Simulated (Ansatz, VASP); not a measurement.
**C: VASP beside Ansatz**

INCAR

```
ALGO = Normal
EDIFF = 1E-7
ENCUT = 520
GGA = PS
ISIF = 2
ISMEAR = 0
IVDW = 12
LASPH = T
LCHARG = F
LREAL = F
LWAVE = F
NBANDS = 11
NELM = 80
PREC = Accurate
SIGMA = 0.03
```

The input KPOINTS:

```
k-points
0
Gamma
  18 18 18
```

Contents of POSCAR:

```
C
1.0
    0.0000000000      2.0066218782      3.5391608745
    1.1592904765      0.0000000000      3.5391608745
    1.1592904765      2.0066218782      0.0000000000
C
2
Direct
    0.1667066167      0.8332933833      0.1667066167
    0.8332933833      0.1667066167      0.8332933833
```

Input for Ansatz:

```yaml
crystal:
  lattice:
    - [0.0, 2.0066218782, 3.5391608745]
    - [1.1592904765, 0.0, 3.5391608745]
    - [1.1592904765, 2.0066218782, 0.0]
  atoms:
    - { symbol: C, position: [0.1667066167, 0.8332933833, 0.1667066167] }
    - { symbol: C, position: [0.8332933833, 0.1667066167, 0.8332933833] }
basis:
  ecutwfc: 520.0
kpoints:
  mp_grid: { grid: [18, 18, 18] }
hamiltonian:
  xc: pbesol
  pseudopotentials: { kind: paw, azcp: { folder: soft_1 } }
  dispersion: d3bj
scf:
  occupations: { method: gaussian, width: 0.03 }
output:
  forces: true
  stress: true
  eigenvalues: true
```

Change from the starting cell: volume 8.233 Å^3 an atom, stretch along c over the lengths across it, relative to the relaxed cell 1.1290.

Alike in both runs: task single point; functional PBEsol; dispersion D3(BJ); k mesh 18 × 18 × 18; occupations gaussian, width 0.03 eV; no spin polarisation.

```csv
,VASP,Ansatz
version,VASP 6.6.1,Ansatz 0.2.0
potentials or method,"VASP PAW PBE potentials, release 64 (C), cutoff 520 eV","scalar-relativistic, plane waves, PAW"
valence electrons in the cell,8,8
```

|  | VASP | Ansatz | Ansatz less VASP |
| --- | --- | --- | --- |
| gap on the k mesh at the Fermi level (eV) | 0.05 | 0.05 | 0.000 |
| least direct gap on the mesh (eV) | 0.10 | 0.10 | 0.000 |

VASP's potentials were made for PBE, not for PBEsol, and Ansatz warns of the same on its side.
